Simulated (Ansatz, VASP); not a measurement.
**One calculation of Al2Pt, two programs**

```
Al Pt
1.0
     0.00000    2.95500    2.95500
     2.95500    0.00000    2.95500
     2.95500    2.95500    0.00000
Al Pt
2 1
Direct
  0.25000 0.25000 0.25000
  0.75000 0.75000 0.75000
  0.00000 0.00000 0.00000
```

Alike in both runs: task single point; functional PBEsol; k mesh 8 × 8 × 8; occupations gaussian, width 0.05 eV; non-collinear spin, spin-orbit coupling.

|  | VASP | Ansatz |
| --- | --- | --- |
| version | VASP 6.6.1 | Ansatz 0.2.0 |
| potentials or method | VASP PAW PBE potentials, release 64 (Al, Pt), cutoff 520 eV | plane waves, PAW |
| valence electrons in the cell | 16 | 24 |

|  | VASP | Ansatz | Ansatz less VASP |
| --- | --- | --- | --- |
| pressure (GPa) | -1.3 | -1.5 | -0.12 |

VASP's potentials were made for PBE, not for PBEsol. VASP's potentials hold 16 valence electrons a cell and Ansatz's 24, so a difference there can come from the potentials and not from the codes.
